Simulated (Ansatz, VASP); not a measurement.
## Cu: VASP beside Ansatz

```
Cu
1.0
    -1.43684    1.43684    1.34995
     1.43684   -1.43684    1.34995
     1.43684    1.43684   -1.34995
Cu
1
Direct
  0.00000 0.00000 0.00000
```

Alike in both runs: task single point; functional LDA; k mesh 24 × 24 × 24; occupations gaussian, width 0.15 eV; no spin polarisation.

|  | VASP | Ansatz |
| --- | --- | --- |
| version | VASP 6.6.1 | Ansatz 0.2.0 |
| potentials or method | VASP PAW LDA potentials, release 64 (Cu), cutoff 520 eV | scalar-relativistic, plane waves, PAW |
| valence electrons in the cell | 11 | 19 |

```csv
,VASP,Ansatz,Ansatz less VASP
gap on the k mesh at the Fermi level (eV),none,none,-
pressure (GPa),-2.3,-3.5,-1.23
```

Ansatz warns that its potentials were made for another functional, while VASP's fit it. LDA's correlation is that of Perdew and Zunger in VASP and of Perdew and Wang (1992) in Ansatz. A gap of «none» marks a metal or a gap that the smearing closes. VASP's potentials hold 11 valence electrons a cell and Ansatz's 19, so a difference there can come from the potentials and not from the codes.
